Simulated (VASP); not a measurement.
Runs of VASP 6.6.1 on Be2C. The structure is that of space group Fm-3m (No. 225), or close to it. The cells are those of the table. 

```tsv
level	cell	k mesh	cutoff (eV)	smearing	grid for exact exchange (PRECFOCK)	share of exact exchange	screening parameter	gap on the mesh (eV)	pressure (GPa)
PBE	a = 3.132 Å, angles 60.0°, 3 atoms	10 × 10 × 10	600	fermi-dirac 0.02 eV	-	-	-	1.13	-12.1
r2SCAN	a = 3.102, b = 3.102, c = 3.055 Å, angles 60.5, 60.5, 59.0°, 3 atoms	10 × 10 × 10	660	gaussian 0.01 eV	-	-	-	(c)	(d)
r2SCAN	a = 3.132 Å, angles 60.0°, 3 atoms	10 × 10 × 10	660	gaussian 0.01 eV	-	-	-	1.49	-12.7
HSE06	a = 3.055 Å, angles 60.0°, 3 atoms	8 × 8 × 8	520	gaussian 0.01 eV	Normal	0.25	0.2079 1/Å	1.90	(b)
PBE	a = 3.102, b = 3.102, c = 3.055 Å, angles 60.5, 60.5, 59.0°, 3 atoms	10 × 10 × 10	600	fermi-dirac 0.02 eV	-	-	-	0.93	-4.4
r2SCAN	a = 3.025 Å, angles 60.7°, 3 atoms	10 × 10 × 10	660	gaussian 0.01 eV	-	-	-	1.50	4.0
PBE	a = 3.025 Å, angles 60.7°, 3 atoms	10 × 10 × 10	600	fermi-dirac 0.02 eV	-	-	-	1.13	(a)
```

Alike in all rows: task single point; potentials or basis VASP PAW PBE potentials, release 64 (C, Be); no spin polarisation.

Q: Estimate the missing entries.

A: (a) 4.6; (b) -1.9; (c) 1.29; (d) -5.0.

Caveats: the cell stands under tension (at least some runs); the PAW data sets were made with another functional, which shifts forces and pressure a little (at least some runs); the cell stands under pressure (at least some runs).

A k mesh can miss the band edges.
